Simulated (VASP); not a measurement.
# Re (Fm-3m) in VASP: a series of runs, part 3 of 3

VASP 6.6.1.

### 5 Single point, PBE, collinear spin

Contents of INCAR:

```
  ALGO = Normal
  EDIFF = 1E-6
  ENCUT = 520
  GGA = PE
  ISIF = 2
  ISMEAR = -1
  ISPIN = 2
  LASPH = True
  LCHARG = False
  LMAXMIX = 4
  LORBIT = 11
  LREAL = False
  LWAVE = False
  MAGMOM = 0.3
  NBANDS = 14
  NELM = 150
  NUPDOWN = 0.3
  PREC = Accurate
  SIGMA = 0.1
```

Contents of KPOINTS:

```
k-points
0
Gamma
  17 17 17
```

Contents of POSCAR:

```
Re
1.0
    0.0000000000      1.9750000000      1.9750000000
    1.9750000000      0.0000000000      1.9750000000
    1.9750000000      1.9750000000      0.0000000000
Re
1
Direct
    0.0000000000      0.0000000000      0.0000000000
```

Potentials or basis: VASP PAW PBE potentials, release 64 (Re).

On the command line:

```sh
> cat potpaw_PBE.64/Re/POTCAR > POTCAR
> mpirun -np 1 vasp_std > vasp.out
```

OUTCAR:

```text
EDIFF = 1E-6
   ENCUT = 520
   GGA = PE
   ISIF = 2
   ISMEAR = -1
   ISPIN = 2
   LASPH = True
   LORBIT = 11
   LREAL = False
   NELM = 150
   NUPDOWN = 0.3
   PREC = Accurate

 ion  position               nearest neighbor table
   1  0.000  0.000  0.000-

  LATTYP: Found a face centered cubic cell.
 ALAT       =     3.9500000000

  Lattice vectors:

 A1 = (   0.0000000000,   1.9750000000,   1.9750000000)
 A2 = (   1.9750000000,   0.0000000000,   1.9750000000)
 A3 = (   1.9750000000,   1.9750000000,   0.0000000000)

Analysis of symmetry for initial positions (statically):
=====================================================================
 Subroutine PRICEL returns:
 Original cell was already a primitive cell.

 Routine SETGRP: Setting up the symmetry group for a
 face centered cubic supercell.

 Subroutine GETGRP returns: Found 48 space group operations
 (whereof 48 operations were pure point group operations)
 out of a pool of 48 trial point group operations.

The static configuration has the point symmetry O_h .

Analysis of symmetry for dynamics (positions and initial velocities):
=====================================================================
 Subroutine PRICEL returns:
 Original cell was already a primitive cell.

 Routine SETGRP: Setting up the symmetry group for a
 face centered cubic supercell.

 Subroutine GETGRP returns: Found 48 space group operations
 (whereof 48 operations were pure point group operations)
 out of a pool of 48 trial point group operations.

The dynamic configuration has the point symmetry O_h .

Analysis of structural, dynamic, and magnetic symmetry:
=====================================================================
 Subroutine PRICEL returns:
 Original cell was already a primitive cell.

 Routine SETGRP: Setting up the symmetry group for a
 face centered cubic supercell.

 Subroutine GETGRP returns: Found 48 space group operations
 (whereof 48 operations were pure point group operations)
 out of a pool of 48 trial point group operations.

The overall configuration has the point symmetry O_h .

 Subroutine INISYM returns: Found 48 space group operations
 (whereof 48 operations are pure point group operations),
 and found     1 'primitive' translations

----------------------------------------------------------------------------------------

                                     Primitive cell

  volume of cell :      15.4075

  direct lattice vectors                    reciprocal lattice vectors
     0.000000000  1.975000000  1.975000000    -0.253164557  0.253164557  0.253164557
     1.975000000  0.000000000  1.975000000     0.253164557 -0.253164557  0.253164557
     1.975000000  1.975000000  0.000000000     0.253164557  0.253164557 -0.253164557

  length of vectors
     2.793071786  2.793071786  2.793071786     0.438493875  0.438493875  0.438493875

  position of ions in fractional coordinates (direct lattice)
     0.000000000  0.000000000  0.000000000

  ion indices of the primitive-cell ions
   primitive index   ion index
                 1           1

----------------------------------------------------------------------------------------

 KPOINTS: k-points

Automatic generation of k-mesh.
 Grid dimensions read from file:
 generate k-points for:   17   17   17

 Generating k-lattice:
[... 63 lines left out ...]
   LREAL  =      F    real-space projection
[... 7 lines left out ...]
   TEBEG  =    0.0;   TEEND  =   0.0 temperature during run
   PSTRESS=    0.0 pullay stress
   NELECT =       7.0000    total number of electrons
   NUPDOWN=       0.3000    fix difference up-down
   EMIN   =  10.00;   EMAX   =-10.00  energy-range for DOS
   EFERMI =   0.00;   METHOD = LEGACY
   ISMEAR =    -1;   SIGMA  =   0.10  broadening in eV -4-tet -1-fermi 0-gaus
   EFERMI_NEDOS =   21; number of points for ismear=-14 and -15
   IALGO  =     38    algorithm
   IMIX   =      4    mixing-type and parameters
     AMIX     =   0.40;   BMIX     =  1.00
     AMIX_MAG =   1.60;   BMIX_MAG =  1.00
  volume/ion in A,a.u.               =      15.41       103.97
  Fermi-wavevector in a.u.,A,eV,Ry     =   1.258531  2.378278 21.550255  1.583899
  Thomas-Fermi vector in A             =   2.392135
   LORBIT       =     11    0 simple, 1 ext, 2 COOP (PROOUT), +10 PAW based schemes
   GGA     = PE    functional components
   LHFCALC =     F    Hartree Fock is set to
   AEXX    =    0.0000 exact exchange contribution
   IVDW    =     0    specifies the selected vdW correction
   LEPSILON=     F    determine dielectric tensor
   LRPA    =     F    only Hartree local field effects (RPA)
 spin polarized calculation
  energy-cutoff  :      520.00
  volume of cell :       15.41
 maximum number of plane-waves:       428
 NGX is ok and might be reduce to    24
   NGX = 11   NGY = 11   NGZ = 11

 number of electron       7.0000000 magnetization       0.3000000

 Free energy of the ion-electron system (eV)
  ---------------------------------------------------
  ext. energy  EPLUGINS =         0.00000000
  ---------------------------------------------------
  free energy    TOTEN  =       -12.32970678 eV

  energy without entropy =      -12.29818439  energy(sigma->0) =      -12.31394558

 E-fermi :   7.3272     XC(G=0): -13.4756

 val. band max:        7.7638110021   @ k =  -0.3529   0.2941   0.0000
 cond. band min:       7.3276939790   @ k =   0.3529   0.1765   0.0000
 fundamental gap:     -0.4361170230
 Fermi energy:         7.7811338227

 spin component 1

 k-point     1 :       0.0000    0.0000    0.0000
  band No.  band energies     occupation
      1      -2.2907      1.00000
      2       5.7190      1.00000
      3       5.7190      1.00000
      4       5.7190      1.00000
      5       8.6481      0.00017
      6       8.6481      0.00017
      7      21.4132      0.00000
      8      26.7602      0.00000
      9      26.7602      0.00000
     10      26.7602      0.00000
     11      30.9981      0.00000
     12      42.4092      0.00000
     13      42.4096      0.00000
     14      42.4146      0.00000
[... 379 lines left out ...]
      3       6.1069      1.00000
      4       6.1223      1.00000
      5       8.1152      0.03422
      6       8.7162      0.00009
      7      23.0520      0.00000
      8      24.1032      0.00000
      9      27.5332      0.00000
     10      28.8834      0.00000
     11      33.9259      0.00000
     12      36.8484      0.00000
     13      37.8439      0.00000
     14      39.8548      0.00000

 [... further k-points ...]

 spin component 2

 k-point     1 :       0.0000    0.0000    0.0000
  band No.  band energies     occupation
      1      -2.1477      1.00000
      2       5.8790      1.00000
      3       5.8790      1.00000
      4       5.8790      1.00000
      5       8.9014      0.00000
      6       8.9014      0.00000
      7      21.4883      0.00000
      8      26.9505      0.00000
      9      26.9505      0.00000
     10      26.9505      0.00000
     11      31.0369      0.00000
     12      42.6096      0.00000
     13      42.6102      0.00000
     14      42.6463      0.00000
[... 379 lines left out ...]
      3       6.2678      0.99997
      4       6.2867      0.99997
      5       8.3645      0.00003
      6       8.9635      0.00000
      7      23.1357      0.00000
      8      24.2434      0.00000
      9      27.7230      0.00000
     10      29.0740      0.00000
     11      34.0412      0.00000
     12      36.9588      0.00000
     13      37.9720      0.00000
     14      40.0011      0.00000

 [... further k-points ...]

------------------------ aborting loop because EDIFF is reached ----------------------------------------

  FORCE on cell =-STRESS in cart. coord.  units (eV):
  Direction    XX          YY          ZZ          XY          YZ          ZX
  --------------------------------------------------------------------------------------
  -------------------------------------------------------------------------------------
  Total       -0.8699564     -0.8699564     -0.8699564      0.0000000     -0.0000000      0.0000000
  in kB      -90.4642038    -90.4642038    -90.4642038      0.0000000     -0.0000000      0.0000000
  external PRESSURE =     -90.4642038 kB  Pullay stress =       0.0000000 kB

 VOLUME and BASIS-vectors are now :
 -----------------------------------------------------------------------------
  energy-cutoff  :      520.00
  volume of cell :       15.41
      direct lattice vectors                 reciprocal lattice vectors
     0.000000000  1.975000000  1.975000000    -0.253164557  0.253164557  0.253164557
     1.975000000  0.000000000  1.975000000     0.253164557 -0.253164557  0.253164557
     1.975000000  1.975000000  0.000000000     0.253164557  0.253164557 -0.253164557

 POSITION                                       TOTAL-FORCE (eV/Angst)
 -----------------------------------------------------------------------------------
      0.00000      0.00000      0.00000        -0.000000      0.000000     -0.000000
 -----------------------------------------------------------------------------------
    total drift:                               -0.000000      0.000000      0.000000

  FREE ENERGIE OF THE ION-ELECTRON SYSTEM (eV)
  ---------------------------------------------------
  free  energy   TOTEN  =       -12.3297067775 eV

  energy  without entropy=      -12.2981843905  energy(sigma->0) =      -12.31394558

 total charge

# of ion       s       p       d       tot
------------------------------------------
    1        0.603   0.634   4.752   5.989

 magnetization (x)

# of ion       s       p       d       tot
------------------------------------------
    1        0.004   0.021   0.254   0.280
```

OSZICAR:

```text
N       E                     dE             d eps       ncg     rms          rms(c)
DAV:   1     0.697971162053E+01    0.69797E+01   -0.32372E+03 15100   0.548E+02
DAV:   2    -0.128307809330E+02   -0.19810E+02   -0.18662E+02 15678   0.164E+02
DAV:   3    -0.130567878626E+02   -0.22601E+00   -0.22491E+00 13980   0.138E+01
DAV:   4    -0.130569792935E+02   -0.19143E-03   -0.19141E-03 11816   0.265E-01
DAV:   5    -0.130569821247E+02   -0.28312E-05   -0.28309E-05 14264   0.280E-02    0.276E+01
DAV:   6    -0.125148205399E+02    0.54216E+00   -0.36678E-01 15576   0.133E+01    0.106E+01
DAV:   7    -0.123362083210E+02    0.17861E+00   -0.26249E-01 15708   0.106E+01    0.115E+00
DAV:   8    -0.123318245976E+02    0.43837E-02   -0.26869E-03 13764   0.372E-01    0.760E-01
DAV:   9    -0.123297822176E+02    0.20424E-02   -0.92977E-04 14512   0.228E-01    0.118E-01
DAV:  10    -0.123297002215E+02    0.81996E-04   -0.12119E-04 13476   0.715E-02    0.191E-02
DAV:  11    -0.123297055062E+02   -0.52848E-05   -0.97328E-06 13876   0.218E-02    0.118E-02
DAV:  12    -0.123297068135E+02   -0.13073E-05   -0.11270E-06 11872   0.796E-03    0.369E-03
DAV:  13    -0.123297067775E+02    0.36079E-07   -0.54523E-08  8388   0.253E-03
   1 F= -.12329707E+02 E0= -.12313946E+02  d E =-.315224E-01  mag=     0.3000
```

stdout:

```text
POSCAR found type information on POSCAR Re
 POSCAR found :  1 types and       1 ions
 scaLAPACK will be used
 LDA part: xc-table for (Slater+PW92), standard interpolation
 POSCAR, INCAR and KPOINTS ok, starting setup
 FFT: planning ... GRIDC
 FFT: planning ... GRID_SOFT
 FFT: planning ... GRID
 WAVECAR not read
 entering main loop
```

Run time: 93 s. Hardware: 1 thread of AMD EPYC 9R14 (Zen 4), shared host; peak memory 0.16 GiB.

What came out:

```yaml
Free_energy: -12.3297 eV
Pressure: -9.0 GPa
Net_moment: 0.30 μB per cell
Site_moments: Re +0.28 μB
Valence_electrons_inside_the_program's_atomic_spheres: Re 5.99
```

Caveat: the cell stands under tension; spin-orbit coupling is left out, which moves the levels of the heavy elements; the total moment is fixed, so each spin has its own Fermi level.

### 6 Single point, PBE, collinear spin

Contents of INCAR:

```
SYSTEM = Re
  PREC = Accurate
  ENCUT = 520
  EDIFF = 1E-6
  ISMEAR = -1
  SIGMA = 0.1
  LREAL = .False.
  LASPH = .True.
  NELM = 150
  ALGO = Normal
  ISIF = 2
  LWAVE = .False.
  LCHARG = .False.
  ISPIN = 2
  MAGMOM = 0.3
  LORBIT = 11
  NUPDOWN = 0.3
  LMAXMIX = 4
  GGA = PE
  NBANDS = 14
```

Contents of KPOINTS:

```
Automatic mesh
0
Gamma
  17 17 17
  0 0 0
```

POSCAR is that of step 5.

Potentials or basis: VASP PAW PBE potentials, release 64 (Re).

On the command line:

```sh
> cat potpaw_PBE.64/Re/POTCAR > POTCAR
> mpirun -np 1 vasp_std > vasp.out
```

OUTCAR:

```text
SYSTEM = Re
   PREC = Accurate
   ENCUT = 520
   EDIFF = 1E-6
   ISMEAR = -1
   LREAL = .False.
   LASPH = .True.
   NELM = 150
   ISIF = 2
   ISPIN = 2
   LORBIT = 11
   NUPDOWN = 0.3
   GGA = PE

 ion  position               nearest neighbor table
   1  0.000  0.000  0.000-

  LATTYP: Found a face centered cubic cell.
 ALAT       =     3.9500000000

  Lattice vectors:

 A1 = (   0.0000000000,   1.9750000000,   1.9750000000)
 A2 = (   1.9750000000,   0.0000000000,   1.9750000000)
 A3 = (   1.9750000000,   1.9750000000,   0.0000000000)

Analysis of symmetry for initial positions (statically):
=====================================================================
 Subroutine PRICEL returns:
 Original cell was already a primitive cell.

 Routine SETGRP: Setting up the symmetry group for a
 face centered cubic supercell.

 Subroutine GETGRP returns: Found 48 space group operations
 (whereof 48 operations were pure point group operations)
 out of a pool of 48 trial point group operations.

The static configuration has the point symmetry O_h .

Analysis of symmetry for dynamics (positions and initial velocities):
=====================================================================
 Subroutine PRICEL returns:
 Original cell was already a primitive cell.

 Routine SETGRP: Setting up the symmetry group for a
 face centered cubic supercell.

 Subroutine GETGRP returns: Found 48 space group operations
 (whereof 48 operations were pure point group operations)
 out of a pool of 48 trial point group operations.

The dynamic configuration has the point symmetry O_h .

Analysis of structural, dynamic, and magnetic symmetry:
=====================================================================
 Subroutine PRICEL returns:
 Original cell was already a primitive cell.

 Routine SETGRP: Setting up the symmetry group for a
 face centered cubic supercell.

 Subroutine GETGRP returns: Found 48 space group operations
 (whereof 48 operations were pure point group operations)
 out of a pool of 48 trial point group operations.

The overall configuration has the point symmetry O_h .
[... 161 lines left out ...]
      6       8.6481      0.00017
      7      21.4132      0.00000
      8      26.7602      0.00000
      9      26.7602      0.00000
     10      26.7602      0.00000
     11      30.9981      0.00000
     12      42.4092      0.00000
     13      42.4096      0.00000
     14      42.4146      0.00000
[... 379 lines left out ...]
      3       6.1069      1.00000
      4       6.1223      1.00000
      5       8.1152      0.03422
      6       8.7162      0.00009
      7      23.0520      0.00000
      8      24.1032      0.00000
      9      27.5332      0.00000
     10      28.8834      0.00000
     11      33.9259      0.00000
     12      36.8484      0.00000
     13      37.8439      0.00000
     14      39.8548      0.00000

 [... further k-points ...]

 spin component 2

 k-point     1 :       0.0000    0.0000    0.0000
  band No.  band energies     occupation
      1      -2.1477      1.00000
      2       5.8790      1.00000
      3       5.8790      1.00000
      4       5.8790      1.00000
      5       8.9014      0.00000
      6       8.9014      0.00000
      7      21.4883      0.00000
      8      26.9505      0.00000
      9      26.9505      0.00000
     10      26.9505      0.00000
     11      31.0369      0.00000
     12      42.6096      0.00000
     13      42.6102      0.00000
     14      42.6463      0.00000
[... 379 lines left out ...]
      3       6.2678      0.99997
      4       6.2867      0.99997
      5       8.3645      0.00003
      6       8.9635      0.00000
      7      23.1357      0.00000
      8      24.2434      0.00000
      9      27.7230      0.00000
     10      29.0740      0.00000
     11      34.0412      0.00000
     12      36.9588      0.00000
     13      37.9720      0.00000
     14      40.0011      0.00000

 [... further k-points ...]

------------------------ aborting loop because EDIFF is reached ----------------------------------------

  FORCE on cell =-STRESS in cart. coord.  units (eV):
  Direction    XX          YY          ZZ          XY          YZ          ZX
  --------------------------------------------------------------------------------------
  -------------------------------------------------------------------------------------
  Total       -0.8699564     -0.8699564     -0.8699564      0.0000000     -0.0000000      0.0000000
  in kB      -90.4642038    -90.4642038    -90.4642038      0.0000000     -0.0000000      0.0000000
  external PRESSURE =     -90.4642038 kB  Pullay stress =       0.0000000 kB

 VOLUME and BASIS-vectors are now :
 -----------------------------------------------------------------------------
  energy-cutoff  :      520.00
  volume of cell :       15.41
      direct lattice vectors                 reciprocal lattice vectors
     0.000000000  1.975000000  1.975000000    -0.253164557  0.253164557  0.253164557
     1.975000000  0.000000000  1.975000000     0.253164557 -0.253164557  0.253164557
     1.975000000  1.975000000  0.000000000     0.253164557  0.253164557 -0.253164557

 POSITION                                       TOTAL-FORCE (eV/Angst)
 -----------------------------------------------------------------------------------
      0.00000      0.00000      0.00000        -0.000000      0.000000     -0.000000
 -----------------------------------------------------------------------------------
    total drift:                               -0.000000      0.000000      0.000000

  FREE ENERGIE OF THE ION-ELECTRON SYSTEM (eV)
  ---------------------------------------------------
  free  energy   TOTEN  =       -12.3297067775 eV

  energy  without entropy=      -12.2981843905  energy(sigma->0) =      -12.31394558

 total charge

# of ion       s       p       d       tot
------------------------------------------
    1        0.603   0.634   4.752   5.989

 magnetization (x)

# of ion       s       p       d       tot
------------------------------------------
    1        0.004   0.021   0.254   0.280
```

OSZICAR:

```text
N       E                     dE             d eps       ncg     rms          rms(c)
DAV:   1     0.697971162053E+01    0.69797E+01   -0.32372E+03 15100   0.548E+02
DAV:   2    -0.128307809330E+02   -0.19810E+02   -0.18662E+02 15678   0.164E+02
DAV:   3    -0.130567878626E+02   -0.22601E+00   -0.22491E+00 13980   0.138E+01
DAV:   4    -0.130569792935E+02   -0.19143E-03   -0.19141E-03 11816   0.265E-01
DAV:   5    -0.130569821247E+02   -0.28312E-05   -0.28309E-05 14264   0.280E-02    0.276E+01
DAV:   6    -0.125148205399E+02    0.54216E+00   -0.36678E-01 15576   0.133E+01    0.106E+01
DAV:   7    -0.123362083210E+02    0.17861E+00   -0.26249E-01 15708   0.106E+01    0.115E+00
DAV:   8    -0.123318245976E+02    0.43837E-02   -0.26869E-03 13764   0.372E-01    0.760E-01
DAV:   9    -0.123297822176E+02    0.20424E-02   -0.92977E-04 14512   0.228E-01    0.118E-01
DAV:  10    -0.123297002215E+02    0.81996E-04   -0.12119E-04 13476   0.715E-02    0.191E-02
DAV:  11    -0.123297055062E+02   -0.52848E-05   -0.97328E-06 13876   0.218E-02    0.118E-02
DAV:  12    -0.123297068135E+02   -0.13073E-05   -0.11270E-06 11872   0.796E-03    0.369E-03
DAV:  13    -0.123297067775E+02    0.36079E-07   -0.54523E-08  8388   0.253E-03
   1 F= -.12329707E+02 E0= -.12313946E+02  d E =-.315224E-01  mag=     0.3000
```

Wall time 96 s (1 thread of AMD EPYC 9R14 (Zen 4), shared host); peak memory 0.16 GiB.

Results:

```
Free energy                                           : -12.3297 eV
Pressure                                              : -9.0 GPa
Net moment                                            : 0.30 μB per cell
Site moments                                          : Re +0.28 μB
Valence electrons inside the program's atomic spheres : Re 5.99
```

Caveat: the cell stands under tension; spin-orbit coupling is left out, which moves the levels of the heavy elements; the total moment is fixed, so each spin has its own Fermi level.

### 7 The runs side by side

| fixed moment (μB) | pressure (GPa) | moment (μB) |
| --- | --- | --- |
| 0.05 | -9.7 | 0.05 |
| 0.15 | -9.5 | 0.15 |
| 0.3 | -9.0 | 0.30 |

Alike in all rows: task single point; level PBE; potentials or basis VASP PAW PBE potentials, release 64 (Re); spin collinear; cell as given; k mesh 17 × 17 × 17; cutoff (eV) 520; smearing fermi-dirac 0.1 eV.

Caveats: the cell stands under tension; spin-orbit coupling is left out, which moves the levels of the heavy elements; the total moment is fixed, so each spin has its own Fermi level.

Absolute energies hang on the potentials; compare differences alone.
